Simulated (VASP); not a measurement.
Write the native input for VASP 6.6.1 that does the following.

| Property | Result |
| --- | --- |
| Task | single point |
| Functional | r2SCAN |
| Potentials or basis | VASP PAW PBE potentials, release 64 (Hf_pv, O) |
| Cutoff | 520 eV |
| k mesh | 8 × 8 × 8 |
| Occupations | gaussian, width 0.01 eV |
| Spin | no spin polarisation |
| Dipole correction | no |
| Further INCAR settings | ALGO = Normal; EDIFF = 1e-06; NBANDS = 18 |

The system is HfO2.

```
Hf O
1.0
     0.00000    2.52918    2.39438
     2.52918    0.00000    2.39438
     2.52918    2.52918    0.00000
Hf O
1 2
Direct
  0.00000 0.00000 0.00000
  0.25000 0.25000 0.25000
  0.75000 0.75000 0.75000
```

This cell differs from its parent crystal: uniaxial z strain -5.3%.

One way to write it, as run:

POSCAR

```
HfO2
1.0
    0.0000000000      2.5291823194      2.3943769017
    2.5291823194      0.0000000000      2.3943769017
    2.5291823194      2.5291823194      0.0000000000
Hf O
1 2
Direct
    0.0000000000      0.0000000000      0.0000000000
    0.2500000000      0.2500000000      0.2500000000
    0.7500000000      0.7500000000      0.7500000000
```

INCAR.step1

```
ALGO = Normal ; EDIFF = 1E-4
ENCUT = 520 ; GGA = PE
ISMEAR = 0 ; LASPH = True
LCHARG = False ; LREAL = False
LWAVE = True ; NBANDS = 18
NELM = 60 ; PREC = Accurate
SIGMA = 0.01
```

INCAR.step2

```
ALGO = Normal ; EDIFF = 1E-6
ENCUT = 520 ; ISIF = 2
ISMEAR = 0 ; ISTART = 1
LASPH = True ; LCHARG = True
LELF = True ; LMIXTAU = True
LREAL = False ; LVHAR = True
LWAVE = False ; METAGGA = R2SCAN
NBANDS = 18 ; NELM = 60
PREC = Accurate ; SIGMA = 0.01
```

KPOINTS

```
k-points
0
Gamma
  8 8 8
```

Potentials or basis: VASP PAW PBE potentials, release 64 (Hf_pv, O).

Launch:

```bash
$ cat potpaw_PBE.64/Hf_pv/POTCAR potpaw_PBE.64/O/POTCAR > POTCAR
$ cp INCAR.step1 INCAR
$ mpirun -np 1 vasp_std > vasp.out
$ cp INCAR.step2 INCAR
$ mpirun -np 1 vasp_std > vasp.out
```

Results of the run:

```yaml
Pressure: 12.3 GPa
Band_gap_on_the_k_mesh: 3.76 eV, indirect (least direct gap 3.96 eV)
```

Caveat: the cell differs from its parent crystal (uniaxial z strain -5.3%); the PAW data sets were made with another functional, which shifts forces and pressure a little; spin-orbit coupling is left out, which moves the levels of the heavy elements.

Run time: 66 s on 1 thread of Intel(R) Xeon(R) 6975P-C (Granite Rapids) (shared host), peak memory 0.18 GiB.
